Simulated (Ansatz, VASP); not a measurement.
## Two plane-wave programs on Si2As

```xyz
6
Lattice="5.8367 0.0000 0.0000 0.0000 5.8367 0.0000 0.0000 0.0000 3.5552" Properties=species:S:1:pos:R:3 pbc="T T T"
Si    1.7275    1.7275    0.0000
Si    4.1092    4.1092    0.0000
Si    4.6459    1.1908    1.7776
Si    1.1908    4.6459    1.7776
As    0.0000    0.0000    0.0000
As    2.9183    2.9183    1.7776
```

Change from the starting cell: species swapped into the SnI2 type (P4_2/mnm, No. 136).

Alike in both runs: task single point; functional PBE; k mesh 4 × 4 × 6; occupations gaussian, width 0.1 eV; no spin polarisation.

|  | VASP | Ansatz |
| --- | --- | --- |
| version | VASP 6.6.1 | Ansatz 0.2.0 |
| potentials or method | VASP PAW PBE potentials, release 64 (Si, As), cutoff 520 eV | scalar-relativistic, plane waves, PAW |
| valence electrons in the cell | 26 | 46 |

```tsv
	VASP	Ansatz	Ansatz less VASP
gap on the k mesh at the Fermi level (eV)	none	none	-
pressure (GPa)	6.4	6.2	-0.23
traceless stress, the component that is largest in VASP (GPa)	1.17	1.14	-0.030
rms of the force components (eV/Å)	0.046	0.045	-0.0014
```

Atom by atom the forces differ by 0.001 eV/Å (rms over components). A gap of «none» marks a metal or a gap that the smearing closes. VASP's potentials hold 26 valence electrons a cell and Ansatz's 46, so a difference there can come from the potentials and not from the codes.
